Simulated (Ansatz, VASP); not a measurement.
**HfO2: VASP beside Ansatz**

The input INCAR:

```
PREC = Accurate ; ENCUT = 600
EDIFF = 1E-6 ; ISMEAR = -1
SIGMA = 0.15 ; LREAL = F
LASPH = T ; NELM = 200
ALGO = Normal ; ISIF = 2
LWAVE = F ; LCHARG = F
LNONCOLLINEAR = T ; MAGMOM = 0.258 0.177 -0.216 0 0 0 0 0 0
LORBIT = 11 ; LMAXMIX = 4
GGA = LIBXC ; LIBXC1 = GGA_X_RPBE
LIBXC2 = GGA_C_LYP ; NBANDS = 35
GGA_COMPAT = F
```

Contents of KPOINTS:

```
Automatic mesh
0
Gamma
  7 7 7
```

Contents of POSCAR:

```
HfO2
1.0
    0.0000000000      2.5575000000      2.5575000000
    2.5575000000      0.0000000000      2.5575000000
    2.5575000000      2.5575000000      0.0000000000
Hf O
1 2
Direct
    0.0000000000      0.0000000000      0.0000000000
    0.7500000000      0.7500000000      0.7500000000
    0.2500000000      0.2500000000      0.2500000000
```

The input input.yaml:

```yaml
crystal:
  lattice:
    - [0.0, 2.5575, 2.5575]
    - [2.5575, 0.0, 2.5575]
    - [2.5575, 2.5575, 0.0]
  atoms:
    - { symbol: Hf, position: [0.0, 0.0, 0.0], spin: 0.38, spin_axis: [0.678597, 0.465549, -0.568128] }
    - { symbol: O, position: [0.75, 0.75, 0.75] }
    - { symbol: O, position: [0.25, 0.25, 0.25] }
kpoints:
  mp_grid: { grid: [7, 7, 7] }
scf:
  occupations: { method: fermi_dirac, width: 0.15 }
hamiltonian:
  xc: { exchange: rpbe, correlation: lyp }
  pseudopotentials:
    kind: all_electron
    lapw: { basis_error: 0.001 }
    dirac_shells: { Hf: ["4p", "4d"] }
magnetization:
  noncollinear: true
output:
  forces: true
  stress: true
  eigenvalues: true
  populations: true
```

Alike in both runs: functional rpbe exchange, lyp correlation; k mesh 7 × 7 × 7; occupations fermi-dirac, width 0.15 eV; non-collinear spin.

|  | VASP | Ansatz |
| --- | --- | --- |
| version | VASP 6.6.1 | Ansatz 0.2.0 |
| potentials or method | VASP PAW PBE potentials, release 64 (Hf_pv, O), cutoff 600 eV | all-electron LAPW, inner shells corrected to Dirac's equation |
| task | single point | atomic charges |

Ansatz gave:

```
gap on the k mesh at the Fermi level (eV) : 3.99
least direct gap on the mesh (eV)         : 4.21
pressure (GPa)                            : 9.6
net moment per atom (μB)                  : 0.00
```

**Question.** What did VASP give for the same quantities?

**Answer.** gap on the k mesh at the Fermi level (eV): 3.99; least direct gap on the mesh (eV): 4.23; pressure (GPa): 5.8; net moment per atom (μB): 0.00.

VASP's potentials were made for PBE, not for rpbe exchange, lyp correlation. Ansatz ran all-electron here, and VASP with PAW potentials.

Neither program's run includes spin-orbit coupling.
